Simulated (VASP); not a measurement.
Write the native input for VASP 6.6.1 that does the following.

```yaml
Task: single point
Functional: r2SCAN
Potentials_or_basis: VASP PAW PBE potentials, release 64 (Se)
Cutoff: 520 eV
k_mesh: 6 × 6 × 6
Occupations: gaussian, width 0.05 eV
Spin: no spin polarisation
Dipole_correction: no
Further_INCAR_settings: ALGO = Normal; EDIFF = 1e-06; NBANDS = 16
```

Se:

```
CELL_PARAMETERS angstrom
4.51546 0.00000 0.00000
-2.25773 3.91050 0.00000
0.00000 0.00000 4.99570
ATOMIC_POSITIONS crystal
Se 0.21633 0.00000 0.83333
Se 0.00000 0.21633 0.16667
Se 0.78367 0.78367 0.50000
```

These files were run (other wordings do the same):

POSCAR

```
Se
1.0
    4.5154582786      0.0000000000      0.0000000000
   -2.2577291393      3.9105015790      0.0000000000
    0.0000000000      0.0000000000      4.9957030720
Se
3
Direct
    0.2163254807      0.0000000000      0.8333333333
    0.0000000000      0.2163254807      0.1666666667
    0.7836745193      0.7836745193      0.5000000000
```

INCAR.step1

```
SYSTEM = Se
  ALGO = Normal
  EDIFF = 1E-4
  ENCUT = 520
  GGA = PE
  ISMEAR = 0
  LASPH = .TRUE.
  LCHARG = .FALSE.
  LREAL = .FALSE.
  LWAVE = .TRUE.
  NBANDS = 16
  NELM = 60
  PREC = Accurate
  SIGMA = 0.05
```

INCAR.step2

```
SYSTEM = Se
  ALGO = Normal
  EDIFF = 1E-6
  ENCUT = 520
  ISIF = 2
  ISMEAR = 0
  ISTART = 1
  LASPH = .TRUE.
  LCHARG = .FALSE.
  LMIXTAU = .TRUE.
  LREAL = .FALSE.
  LWAVE = .FALSE.
  METAGGA = R2SCAN
  NBANDS = 16
  NELM = 60
  PREC = Accurate
  SIGMA = 0.05
```

KPOINTS

```
k-points
0
G
  6 6 6
  0 0 0
```

Potentials or basis: VASP PAW PBE potentials, release 64 (Se).

Launch:

```sh
$ cat potpaw_PBE.64/Se/POTCAR > POTCAR
$ cp INCAR.step1 INCAR
$ mpirun -np 1 vasp_std > vasp.out
$ cp INCAR.step2 INCAR
$ mpirun -np 1 vasp_std > vasp.out
```

Results of the run:

| Item | Value |
| --- | --- |
| Pressure | -0.1 GPa |
| Largest force | 0.010 eV/Å |
| Band gap on the k mesh | 1.32 eV, indirect (least direct gap 1.58 eV) |

Caveat: the PAW data sets were made with another functional, which shifts forces and pressure a little.

Wall time 95 s on 1 thread of Intel(R) Xeon(R) Platinum 8488C (Sapphire Rapids), on a shared host, peak memory 0.24 GiB.
